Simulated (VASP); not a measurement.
# Fe2O3: single point with PBE

Crystal: Fe2O3.

```
Fe O
1.0
     4.55481    0.00000    0.00000
     0.00000    4.55481    0.00000
     0.00000    0.00000    4.55481
Fe O
4 6
Cartesian
  1.1387 1.1387 1.1387
  3.4161 3.4161 1.1387
  3.4161 1.1387 3.4161
  1.1387 3.4161 3.4161
  2.2774 0.0000 0.0000
  0.0000 2.2774 0.0000
  0.0000 0.0000 2.2774
  2.2774 2.2774 0.0000
  2.2774 0.0000 2.2774
  0.0000 2.2774 2.2774
```

- Program: VASP 6.6.1
- Task: single point
- Functional: PBE
- Potentials or basis: VASP PAW PBE potentials, release 64 (Fe, O)
- Cutoff: 520 eV
- k mesh: 12 × 12 × 12
- Occupations: fermi-dirac, width 0.0612256 eV
- Spin: no spin polarisation

- Pressure: -7.4 GPa
- Band gap on the k mesh: zero (bands 34 and 35 overlap by 0.32 eV)

Levels at points of the mesh, in eV from the Fermi level:
```csv
k point,band 32,band 33,band 34,band 35,band 36,band 37
"(0.00, 0.00, 0.00)",-0.42,-0.42,0.32,0.32,0.32,0.51
"(0.50, 0.00, 0.00)",-0.33,0.03,0.03,0.15,0.15,1.01
"(0.50, 0.50, 0.00)",-0.31,-0.03,-0.03,0.08,0.08,1.35
"(0.50, 0.50, 0.50)",-0.58,-0.58,0.05,0.05,0.05,0.71
```

Run time: 4.2 min on 1 thread of AMD EPYC 9R45 96-Core Processor (Zen 5), with other jobs on the host, peak memory 0.35 GiB.

Caveat: the cell stands under tension; the run has no spin polarisation, though such a crystal can be magnetic; semilocal functionals often make such compounds metallic where correlation or magnetic order opens a gap, which also shifts bond lengths. With open d or f shells a metallic result of PBE can be an artefact of self-interaction; +U or a hybrid may open a gap.
